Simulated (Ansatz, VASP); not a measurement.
Bi2Se3 in VASP and in Ansatz

```
Bi Se
1.0
     2.08142    1.20171   10.05635
    -2.08142    1.20171   10.05635
     0.00000   -2.40341   10.05635
Bi Se
2 3
Direct
  0.39766 0.39766 0.39766
  0.60234 0.60234 0.60234
  0.00000 0.00000 0.00000
  0.21765 0.21765 0.21765
  0.78235 0.78235 0.78235
```

Alike in both runs: functional r2SCAN; k mesh 6 × 6 × 6; occupations gaussian, width 0.02 eV; no spin polarisation.

Ansatz relaxed the structure, and its values are those at the end. VASP's run is a single point on that final structure, the one shown.

```csv
,VASP,Ansatz
version,VASP 6.6.1,Ansatz 0.2.0
potentials or method,"VASP PAW PBE potentials, release 64 (Bi_d, Se), cutoff 520 eV","scalar-relativistic, plane waves, PAW"
valence electrons in the cell,48,78
```

Ansatz gave:

* gap on the k mesh at the Fermi level (eV): 0.82
* least direct gap on the mesh (eV): 0.82
* pressure (GPa): 0.0
* rms of the force components (eV/Å): 0.001

What did VASP give for the same quantities?

gap on the k mesh at the Fermi level (eV): 0.82; least direct gap on the mesh (eV): 0.82; pressure (GPa): 0.0; rms of the force components (eV/Å): 0.008.

VASP's potentials were made for PBE, not for r2SCAN. VASP's potentials hold 48 valence electrons a cell and Ansatz's 78, so a difference there can come from the potentials and not from the codes.

Spin-orbit coupling is off throughout.
